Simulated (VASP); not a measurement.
A run of VASP 6.6.1 is set up as follows.

File INCAR:

```
SYSTEM = Ga
ALGO     = Normal         ! electronic algorithm
EDIFF    = 1E-7           ! SCF threshold, eV
ENCUT    = 520            ! plane-wave cutoff, eV
GGA      = PE             ! functional
GGA_COMPAT= .FALSE.      
ISIF     = 2              ! what is computed and relaxed
ISMEAR   = -1             ! smearing method
LASPH    = .TRUE.         ! aspherical terms in the spheres
LCHARG   = .TRUE.         ! write CHGCAR
LNONCOLLINEAR= .TRUE.         ! non-collinear magnetism
LORBIT   = 11             ! projections on sites
LORBMOM  = .TRUE.       
LREAL    = .FALSE.        ! projectors in reciprocal space
LSORBIT  = .TRUE.         ! spin-orbit coupling
LVHAR    = .TRUE.       
LWAVE    = .FALSE.        ! write WAVECAR
MAGMOM   = 0 0 0          ! initial moments
NBANDS   = 24             ! bands
NELM     = 150            ! most SCF steps
PREC     = Accurate       ! precision mode
SIGMA    = 0.15           ! smearing width, eV
```

The input KPOINTS:

```
k-points
0
G
  4 4 4
  0 0 0
```

File POSCAR:

```
Ga
1.0
    0.0000000000      2.1179000000      2.1179000000
    2.1179000000      0.0000000000      2.1179000000
    2.1179000000      2.1179000000      0.0000000000
Ga
1
Direct
    0.0000000000      0.0000000000      0.0000000000
```

Potentials or basis: VASP PAW PBE potentials, release 64 (Ga_d).

Launch:

```sh
$ cat potpaw_PBE.64/Ga_d/POTCAR > POTCAR
$ mpirun -np 1 vasp_ncl > vasp.out
```

Question: What does it give for the net moment?

Answer: 0.00 μB per cell.

Question: Predict the pressure.

Answer: 4.9 GPa.

Moments on the atoms (μB; x, y, z):
```
Ga  0.00 0.00 0.00
```

Caveat: the k points lie up to 0.64 Å⁻¹ apart.
